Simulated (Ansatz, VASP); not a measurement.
One calculation of Cu, two programs

```
Cu
1.0
     0.00000    2.62455    2.62455
     2.62455    0.00000    2.62455
     2.62455    2.62455    0.00000
Cu
2
Direct
  0.00000 0.00000 0.00000
  0.25000 0.25000 0.25000
```

Alike in both runs: functional r2SCAN; k mesh 18 × 18 × 18; occupations gaussian, width 0.1 eV; no spin polarisation.

Ansatz relaxed the structure, and its values are those at the end. VASP's run is a single point on that final structure, the one shown.

|  | VASP | Ansatz |
| --- | --- | --- |
| version | VASP 6.6.1 | Ansatz 0.2.0 |
| potentials or method | VASP PAW PBE potentials, release 64 (Cu), cutoff 520 eV | scalar-relativistic, plane waves, PAW |
| valence electrons in the cell | 22 | 38 |

Ansatz gave:

```
gap on the k mesh at the Fermi level (eV) : none
pressure (GPa)                            : 0.0
```

Which values does VASP return?

gap on the k mesh at the Fermi level (eV): none; pressure (GPa): 0.3.

VASP's potentials were made for PBE, not for r2SCAN. A gap of «none» marks a metal or a gap that the smearing closes. VASP's potentials hold 22 valence electrons a cell and Ansatz's 38, so a difference there can come from the potentials and not from the codes.
